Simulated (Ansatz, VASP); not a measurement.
## One calculation of Sc, two programs

```xyz
2
Lattice="-1.9840 1.9840 1.2581 1.9840 -1.9840 1.2581 1.9840 1.9840 -1.2581" Properties=species:S:1:pos:R:3 pbc="T T T"
Sc    0.0000   -0.9920   -0.3145
Sc    0.0000    0.9920    0.3145
```

Change from the starting cell: volume scaled by 0.4, PAW files, partial_waves polarizable.

Alike in both runs: task single point; functional PBE; k mesh 14 × 14 × 14; occupations fermi-dirac, width 0.08 eV; no spin polarisation.

```csv
,VASP,Ansatz
version,VASP 6.6.1,Ansatz 0.2.0
potentials or method,"VASP PAW PBE potentials, release 64 (Sc_sv)","PAW with Ansatz's default frozen-core files, scalar-relativistic"
plane-wave cutoff (eV),520,420
valence electrons in the cell,22,22
```

|  | VASP | Ansatz | Ansatz less VASP |
| --- | --- | --- | --- |
| pressure (GPa) | 172.4 | 164.7 | -7.74 |
| traceless stress, the component that is largest in VASP (GPa) | -3.53 | 0.03 | +3.568 |

Both programs put the cell under a high pressure, so it lies far from rest at this level.

Noted on VASP's run: the cell as given lies far from equilibrium.
